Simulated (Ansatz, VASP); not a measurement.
**InGa3As4: VASP beside Ansatz**

Contents of INCAR:

```
SYSTEM = InGa3As4
  PREC = Accurate
  ENCUT = 600
  EDIFF = 1E-6
  ISMEAR = -1
  SIGMA = 0.02
  LREAL = .FALSE.
  LASPH = .TRUE.
  NELM = 120
  ALGO = Normal
  ISIF = 2
  LWAVE = .FALSE.
  LCHARG = .TRUE.
  GGA = PE
  LELF = .TRUE.
  LVHAR = .TRUE.
  NBANDS = 66
  GGA_COMPAT = .FALSE.
```

KPOINTS

```
regular mesh
0
G
  6 6 6
  0 0 0
```

POSCAR

```
InGa3As4
1.0
   -2.8900440255      2.8900440255      5.7688141672
    2.8900440255     -2.8900440255      5.7688141672
    2.8900440255      2.8900440255     -5.7688141672
Ga As In
3 4 1
Direct
    0.7500000000      0.2500000000      0.5000000000
    0.5000000000      0.5000000000      0.0000000000
    0.2500000000      0.7500000000      0.5000000000
    0.1327533333      0.6075492582      0.0000000000
    0.8672466667      0.8672466667      0.4747959249
    0.6075492582      0.1327533333      0.0000000000
    0.3924507418      0.3924507418      0.5252040751
    0.0000000000      0.0000000000      0.0000000000
```

Input for Ansatz:

```yaml
crystal:
  lattice:
    - [-2.8900440255, 2.8900440255, 5.7688141672]
    - [2.8900440255, -2.8900440255, 5.7688141672]
    - [2.8900440255, 2.8900440255, -5.7688141672]
  atoms:
    - { symbol: Ga, position: [0.75, 0.25, 0.5] }
    - { symbol: As, position: [0.1327533333, 0.6075492582, 0.0] }
    - { symbol: Ga, position: [0.5, 0.5, 0.0] }
    - { symbol: As, position: [0.8672466667, 0.8672466667, 0.4747959249] }
    - { symbol: Ga, position: [0.25, 0.75, 0.5] }
    - { symbol: As, position: [0.6075492582, 0.1327533333, 0.0] }
    - { symbol: In, position: [0.0, 0.0, 0.0] }
    - { symbol: As, position: [0.3924507418, 0.3924507418, 0.5252040751] }
kpoints:
  mp_grid: { grid: [6, 6, 6] }
  band_path:
    path:
      - [[0.0, 0.0, 0.0], [1.308245462322e-17, -1.308245462322e-17, 0.5], [0.25, 0.25, 0.25], [-6.492728888196e-17, 0.5, 6.492728888196e-17], [0.0, 0.0, 0.0], [0.5, 0.5, -0.5], [0.3127445238233, 0.6872554761767, -0.3127445238233]]
      - [[-0.3127445238233, 0.3127445238233, 0.3127445238233], [0.0, 0.0, 0.0]]
      - [[1.308245462322e-17, -1.308245462322e-17, 0.5], [-0.1254890476466, 0.1254890476466, 0.5]]
      - [[0.5, 0.5, -0.1254890476466], [0.5, 0.5, -0.5]]
    npoints: 10
hamiltonian:
  xc: pbe
scf:
  occupations: { method: fermi_dirac, width: 0.02 }
  n_extra_bands: 6
output:
  forces: true
  stress: true
  eigenvalues: true
```

Alike in both runs: task single point; functional PBE; k mesh 6 × 6 × 6; occupations fermi-dirac, width 0.02 eV; no spin polarisation.

|  | VASP | Ansatz |
| --- | --- | --- |
| version | VASP 6.6.1 | Ansatz 0.2.0 |
| potentials or method | VASP PAW PBE potentials, release 64 (Ga_d, As_d, In_d) | plane waves, PAW |
| plane-wave cutoff (eV) | 600 | 420 |
| valence electrons in the cell | 112 | 112 |

Ansatz gave:

| Quantity | Value |
| --- | --- |
| pressure (GPa) | 2.5 |
| rms of the force components (eV/Å) | 0.004 |

Question: What did VASP give for the same quantities?

Answer: Pressure (GPa): 2.6; rms of the force components (eV/Å): 0.004.
